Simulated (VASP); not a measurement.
# Sb: single point with HSE06

Crystal: Sb.

```
Sb
1.0
     3.28605    0.00000    0.00000
    -1.64303    2.84581    0.00000
     0.00000    0.00000    5.35849
Sb
2
Direct
  0.66667 0.33333 0.75000
  0.33333 0.66667 0.25000
```

This isn't the form of Sb at room conditions, which is rhombohedral.

```json
{
 "Program": "VASP 6.6.1",
 "Task": "single point",
 "Functional": "HSE06",
 "Potentials or basis": "VASP PAW PBE potentials, release 64 (Sb)",
 "Cutoff": "520 eV",
 "k mesh": "6 × 6 × 4",
 "Occupations": "fermi-dirac, width 0.05 eV",
 "Spin": "no spin polarisation",
 "Dipole correction": "no",
 "Grid for exact exchange (PRECFOCK)": "Normal",
 "Further INCAR settings": "ALGO = Normal; EDIFF = 1e-07; NBANDS = 12",
 "Share of exact exchange": "0.25",
 "Screening parameter": "0.2079 1/Å"
}
```

| Item | Value |
| --- | --- |
| Pressure | 3.1 GPa |
| Band gap on the k mesh | zero (bands 5 and 6 overlap by 9.45 eV) |

Stress tensor (GPa, compression positive):
```
0.60 0.00 0.00
0.00 0.60 0.00
0.00 0.00 8.20
```

Levels at points of the mesh, in eV from the Fermi level:
```
           k point  band 2  band 3  band 4  band 5  band 6  band 7  band 8  band 9
(0.00, 0.00, 0.00)  -10.56   -7.34    4.28    4.28    6.19    6.19    6.54    8.53
(0.50, 0.00, 0.00)   -9.37   -5.17   -3.87   -3.01   -0.42    0.32    4.37    4.63
(0.00, 0.00, 0.50)  -13.78   -1.07   -1.07    5.26    5.26    5.26    5.26    9.52
(0.50, 0.00, 0.50)   -9.72   -6.71   -6.71    1.82    1.82    2.10    2.10    6.20
```

It took 48 min on 1 thread of Intel(R) Xeon(R) Platinum 8259CL CPU @ 2.50GHz (Skylake/Cascade Lake), on a shared host, peak memory 0.28 GiB.

Caveat: the k points lie up to 0.37 Å⁻¹ apart, too coarse for converged energies and pressures of a metal; the PAW data sets were made with another functional, which shifts forces and pressure a little; spin-orbit coupling is left out, which moves the levels of the heavy elements.
